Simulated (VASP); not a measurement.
# Bi (P6/mmm) in VASP: density of states with PBE

Aim: the density of states of Bi with PBE.

Program: VASP 6.6.1. These are calculated values, not measurements. Logs are shortened: lines on timing, memory, paths and dates and some standing lists are left out, and cuts for length are marked.

### 1 The cell of the first run

Symmetry: P6/mmm, No. 191, hexagonal system. Conventional cell: a = 4.216 Å, b = 4.216 Å, c = 2.501 Å, α = 90.00°, β = 90.00°, γ = 120.00°. Bi (site symmetry 6/mmm) has 14 Bi at 2.50 to 2.74 Å within 3.3 Å. Within 3.2 Å of Bi (site symmetry -6m2) lie 11 Bi at 2.43 to 2.74 Å.

### 2 Density of states, PBE (volume scaled by 0.4)

POSCAR reads:

```
Bi
1.0
    4.2157376932      0.0000000000      0.0000000000
   -2.1078688466      3.6509359380      0.0000000000
    0.0000000000      0.0000000000      2.5007762015
Bi
3
Direct
    0.0000000000      0.0000000000      0.0000000000
    0.3333333333      0.6666666667      0.5000000000
    0.6666666667      0.3333333333      0.5000000000
```

INCAR.step1 reads:

```
ALGO = Normal
EDIFF = 1E-6
ENCUT = 520
GGA = PE
ISIF = 2
ISMEAR = -1
LASPH = T
LCHARG = T
LREAL = F
LWAVE = F
NBANDS = 30
NELM = 100
PREC = Accurate
SIGMA = 0.1
```

KPOINTS.step1 reads:

```
k-points
0
Gamma
  7 7 10
```

INCAR.step2 reads:

```
ALGO = Normal
EDIFF = 1E-6
ENCUT = 520
GGA = PE
ICHARG = 11
ISIF = 2
ISMEAR = -5
LASPH = T
LCHARG = F
LORBIT = 11
LREAL = F
LWAVE = F
NEDOS = 2001
NELM = 100
PREC = Accurate
SIGMA = 0.1
```

KPOINTS.step2 reads:

```
k-points
0
Gamma
  11 11 15
```

Potentials or basis: VASP PAW PBE potentials, release 64 (Bi_d).

On the command line:

```console
$ cat potpaw_PBE.64/Bi_d/POTCAR > POTCAR
$ cp INCAR.step1 INCAR
$ cp KPOINTS.step1 KPOINTS
$ mpirun -np 1 vasp_std > vasp.out
$ cp INCAR.step2 INCAR
$ cp KPOINTS.step2 KPOINTS
$ mpirun -np 1 vasp_std > vasp.out
```

OUTCAR:

```text
EDIFF = 1E-6
   ENCUT = 520
   GGA = PE
   ICHARG = 11
   ISIF = 2
   ISMEAR = -5
   LASPH = T
   LORBIT = 11
   LREAL = F
   NELM = 100
   PREC = Accurate

 ion  position               nearest neighbor table
   1  0.000  0.000  0.000-   2 2.74   3 2.74   2 2.74   3 2.74   2 2.74   2 2.74   3 2.74   3 2.74
                             3 2.74   3 2.74   2 2.74   2 2.74
   2  0.333  0.667  0.500-   3 2.43   3 2.43   3 2.43   1 2.74   1 2.74   1 2.74   1 2.74   1 2.74
                             1 2.74   3 3.49   3 3.49   3 3.49   3 3.49   3 3.49   3 3.49
   3  0.667  0.333  0.500-   2 2.43   2 2.43   2 2.43   1 2.74   1 2.74   1 2.74   1 2.74   1 2.74
                             1 2.74   2 3.49   2 3.49   2 3.49   2 3.49   2 3.49   2 3.49

  LATTYP: Found a hexagonal cell.
 ALAT       =     4.2157376932
 C/A-ratio  =     0.5932001428

  Lattice vectors:

 A1 = (   4.2157376932,   0.0000000000,   0.0000000000)
 A2 = (  -2.1078688466,   3.6509359380,   0.0000000000)
 A3 = (   0.0000000000,   0.0000000000,   2.5007762015)

Analysis of symmetry for initial positions (statically):
=====================================================================
 Subroutine PRICEL returns:
 Original cell was already a primitive cell.

 Routine SETGRP: Setting up the symmetry group for a
 hexagonal supercell.

 Subroutine GETGRP returns: Found 24 space group operations
 (whereof 24 operations were pure point group operations)
 out of a pool of 24 trial point group operations.

The static configuration has the point symmetry D_6h.

Analysis of symmetry for dynamics (positions and initial velocities):
=====================================================================
 Subroutine PRICEL returns:
 Original cell was already a primitive cell.

 Routine SETGRP: Setting up the symmetry group for a
 hexagonal supercell.

 Subroutine GETGRP returns: Found 24 space group operations
 (whereof 24 operations were pure point group operations)
 out of a pool of 24 trial point group operations.

The dynamic configuration has the point symmetry D_6h.

 Subroutine INISYM returns: Found 24 space group operations
 (whereof 24 operations are pure point group operations),
 and found     1 'primitive' translations

----------------------------------------------------------------------------------------

                                     Primitive cell

  volume of cell :      38.4904

  direct lattice vectors                    reciprocal lattice vectors
     4.215737693  0.000000000  0.000000000     0.237206409  0.136951184  0.000000000
    -2.107868847  3.650935938  0.000000000     0.000000000  0.273902368  0.000000000
     0.000000000  0.000000000  2.500776201     0.000000000  0.000000000  0.399875846

  length of vectors
     4.215737693  4.215737693  2.500776201     0.273902368  0.273902368  0.399875846

  position of ions in fractional coordinates (direct lattice)
     0.000000000  0.000000000  0.000000000
     0.333333333  0.666666667  0.500000000
     0.666666667  0.333333333  0.500000000

  ion indices of the primitive-cell ions
   primitive index   ion index
                 1           1
                 2           2
                 3           3

----------------------------------------------------------------------------------------

 KPOINTS: k-points

Automatic generation of k-mesh.
 Grid dimensions read from file:
 generate k-points for:   11   11   15

 Generating k-lattice:

  Cartesian coordinates                     Fractional coordinates (reciprocal lattice)
     0.021564219  0.012450108  0.000000000     0.090909091 -0.000000000  0.000000000
     0.000000000  0.024900215  0.000000000     0.000000000  0.090909091  0.000000000
     0.000000000  0.000000000  0.026658390     0.000000000  0.000000000  0.066666667

  Length of vectors
     0.024900215  0.024900215  0.026658390

  Shift w.r.t. Gamma in fractional coordinates (k-lattice)
     0.000000000  0.000000000  0.000000000

 TETIRR: Found   1837 inequivalent tetrahedra from    10890

 Subroutine IBZKPT returns following result:
 ===========================================

 Found    128 irreducible k-points:

 Following reciprocal coordinates:
            Coordinates               Weight
  0.000000  0.000000  0.000000      1.000000
  0.090909 -0.000000  0.000000      6.000000
  0.181818  0.000000  0.000000      6.000000
  0.272727 -0.000000  0.000000      6.000000
  0.363636  0.000000  0.000000      6.000000
  0.454545 -0.000000  0.000000      6.000000
[... 16 lines left out ...]
  0.090909  0.090909  0.066667     12.000000
  0.181818  0.090909  0.066667     24.000000
 [... further k-points ...]
   k-points           NKPTS =    128   k-points in BZ     NKDIM =    128   number of bands    NBANDS=     27
   number of dos      NEDOS =   2001   number of ions     NIONS =      3
   total plane-waves  NPLWV =  20480
   dimension x,y,z NGX =    32 NGY =   32 NGZ =   20
   dimension x,y,z NGXF=    64 NGYF=   64 NGZF=   40
   ions per type =               3
   NGX,Y,Z   is equivalent  to a cutoff of  12.62, 12.62, 13.30 a.u.
   NGXF,Y,Z  is equivalent  to a cutoff of  25.24, 25.24, 26.59 a.u.
 SYSTEM =  unknown system
   PREC   = accura    normal or accurate (medium, high low for compatibility)
   ISTART =      0    job   : 0-new  1-cont  2-samecut
   ICHARG =     11    charge: 1-file 2-atom 10-const
   ISPIN  =      1    spin polarized calculation?
   LNONCOLLINEAR =      F non collinear calculations
   LSORBIT =      F    spin-orbit coupling
   LASPH  =      T    aspherical Exc in radial PAW
   ENCUT  =  520.0 eV  38.22 Ry    6.18 a.u.   7.84  7.84  4.65*2*pi/ulx,y,z
   NELM   =    100;   NELMIN=  2; NELMDL=  0     # of ELM steps
   EDIFF  = 0.1E-05   stopping-criterion for ELM
   LREAL  =      F    real-space projection
   EDIFFG = 0.1E-04   stopping-criterion for IOM
   NSW    =      0    number of steps for IOM
   IBRION =     -1    ionic relax: 0-MD 1-quasi-New 2-CG
   NFREE  =      0    steps in history (QN), initial steepest desc. (CG)
   ISIF   =      2    stress and relaxation
   ISYM   =      2    0-nonsym 1-usesym 2-fastsym
   POTIM  = 0.5000    time-step for ionic-motion
   TEBEG  =    0.0;   TEEND  =   0.0 temperature during run
   PSTRESS=    0.0 pullay stress
   NELECT =      45.0000    total number of electrons
   NUPDOWN=      -1.0000    fix difference up-down
   EMIN   =  10.00;   EMAX   =-10.00  energy-range for DOS
   EFERMI =   0.00;   METHOD = LEGACY
   ISMEAR =    -5;   SIGMA  =   0.10  broadening in eV -4-tet -1-fermi 0-gaus
   EFERMI_NEDOS =   21; number of points for ismear=-14 and -15
   IALGO  =     38    algorithm
   IMIX   =      4    mixing-type and parameters
     AMIX     =   0.40;   BMIX     =  1.00
     AMIX_MAG =   1.60;   BMIX_MAG =  1.00
  volume/ion in A,a.u.               =      12.83        86.58
  Fermi-wavevector in a.u.,A,eV,Ry     =   1.724625  3.259070 40.468257  2.974333
  Thomas-Fermi vector in A             =   2.800279
   LORBIT       =     11    0 simple, 1 ext, 2 COOP (PROOUT), +10 PAW based schemes
   GGA     = PE    functional components
   LHFCALC =     F    Hartree Fock is set to
   AEXX    =    0.0000 exact exchange contribution
   IVDW    =     0    specifies the selected vdW correction
   LEPSILON=     F    determine dielectric tensor
   LRPA    =     F    only Hartree local field effects (RPA)
 non-spin polarized calculation
 Fermi weights with tetrahedron method with Bloechl corrections
  energy-cutoff  :      520.00
  volume of cell :       38.49
 maximum number of plane-waves:      1056
 NGX is ok and might be reduce to    32

 number of electron      45.0000008 magnetization

 Free energy of the ion-electron system (eV)
  ---------------------------------------------------
  ext. energy  EPLUGINS =         0.00000000
  ---------------------------------------------------
  free energy    TOTEN  =        18.76771603 eV

  energy without entropy =       18.76771603  energy(sigma->0) =       18.76771603

 E-fermi :  25.7892     XC(G=0): -15.2953

 val. band max:       26.1777080365   @ k =   0.4545  -0.0000   0.2667
 cond. band min:      25.4788294228   @ k =   0.3636   0.0000   0.3333
 fundamental gap:     -0.6988786136
 Fermi energy:        25.7891552540

 k-point     1 :       0.0000    0.0000    0.0000
  band No.  band energies     occupation
      1      -2.4929      2.00000
      2      -1.4281      2.00000
      3      -1.1196      2.00000
      4      -1.0306      2.00000
      5      -1.0306      2.00000
      6      -0.4986      2.00000
[... 19 lines left out ...]
     26      34.2308      0.00000
     27      35.1568      0.00000

 k-point     2 :       0.0909   -0.0000    0.0000
  band No.  band energies     occupation
      1      -2.4693      2.00000
      2      -1.4672      2.00000
      3      -1.1710      2.00000
      4      -1.1372      2.00000
      5      -1.0729      2.00000
      6      -0.4678      2.00000
[... 19 lines left out ...]
     26      33.8253      0.00000
     27      35.0646      0.00000

 k-point     3 :       0.1818    0.0000    0.0000
  band No.  band energies     occupation
      1      -2.4031      2.00000
      2      -1.5839      2.00000
      3      -1.3545      2.00000
      4      -1.3241      2.00000
      5      -1.0974      2.00000
      6      -0.4095      2.00000
[... 19 lines left out ...]
     26      33.6005      0.00000
     27      34.7673      0.00000

 k-point     4 :       0.2727   -0.0000    0.0000
  band No.  band energies     occupation
      1      -2.3076      2.00000
      2      -1.7810      2.00000
      3      -1.5130      2.00000
      4      -1.4864      2.00000
      5      -1.1237      2.00000
      6      -0.4262      2.00000
[... 19 lines left out ...]
     26      33.4573      0.00000
     27      34.1044      0.00000
[... 516 lines left out ...]
      4      -1.5944      2.00000
      5      -1.0749      2.00000
      6      -0.5118      2.00000
[... 19 lines left out ...]
     26      30.4424      0.00000
     27      32.4252      0.00000

 k-point    23 :       0.0909    0.0909    0.0667
  band No.  band energies     occupation
      1      -2.3406      2.00000
      2      -1.4502      2.00000
      3      -1.3547      2.00000
      4      -1.1569      2.00000
      5      -1.0453      2.00000
      6      -0.5395      2.00000
[... 19 lines left out ...]
     26      33.4979      0.00000
     27      35.5558      0.00000

 k-point    24 :       0.1818    0.0909    0.0667
  band No.  band energies     occupation
      1      -2.2623      2.00000
      2      -1.6336      2.00000
      3      -1.5371      2.00000
      4      -1.2731      2.00000
      5      -1.0573      2.00000
      6      -0.5755      2.00000
[... 19 lines left out ...]
     26      33.2058      0.00000
     27      34.0822      0.00000

 [... further k-points ...]
[... 5 lines left out ...]
  --------------------------------------------------------------------------------------
  -------------------------------------------------------------------------------------
  Total       94.9262665     94.9262665     96.4072596      0.0000000     -0.0000000      0.0000000
  in kB     3951.3396391   3951.3396391   4012.9865049      0.0000000     -0.0000000      0.0000000
  external PRESSURE =    3971.8885944 kB  Pullay stress =       0.0000000 kB

 VOLUME and BASIS-vectors are now :
 -----------------------------------------------------------------------------
  energy-cutoff  :      520.00
  volume of cell :       38.49
      direct lattice vectors                 reciprocal lattice vectors
     4.215737693  0.000000000  0.000000000     0.237206409  0.136951184  0.000000000
    -2.107868847  3.650935938  0.000000000     0.000000000  0.273902368  0.000000000
     0.000000000  0.000000000  2.500776201     0.000000000  0.000000000  0.399875846

 POSITION                                       TOTAL-FORCE (eV/Angst)
 -----------------------------------------------------------------------------------
      0.00000      0.00000      0.00000        -0.000000      0.000000      0.000000
     -0.00000      2.43396      1.25039        -0.000000     -0.000000     -0.000000
      2.10787      1.21698      1.25039         0.000000      0.000000      0.000000
 -----------------------------------------------------------------------------------
    total drift:                               -0.000000      0.000000      0.000000

  FREE ENERGIE OF THE ION-ELECTRON SYSTEM (eV)
  ---------------------------------------------------
  free  energy   TOTEN  =        18.7677160327 eV

  energy  without entropy=       18.7677160327  energy(sigma->0) =       18.76771603

 total charge

# of ion       s       p       d       tot
------------------------------------------
    1        1.611   2.278  10.313  14.202
    2        1.622   2.275  10.390  14.286
    3        1.622   2.275  10.390  14.286
--------------------------------------------------
tot          4.855   6.827  31.092  42.775
```

It took 67 s on 1 thread of Intel Xeon Platinum 8488C (Sapphire Rapids), shared host; peak memory 0.21 GiB.

Results:

* Valence electrons inside the program's atomic spheres: Bi 14.20, 14.29

Levels at points of the mesh, in eV from the Fermi level:
```
           k point  band 20  band 21  band 22  band 23  band 24  band 25  band 26  band 27
(0.00, 0.00, 0.00)    -8.68    -8.56    -8.56     1.09     6.86     8.44     8.44     9.37
```

Caveat: spin-orbit coupling is left out, which moves the levels of the heavy elements; tetrahedron occupations give inexact forces and stress in metals.
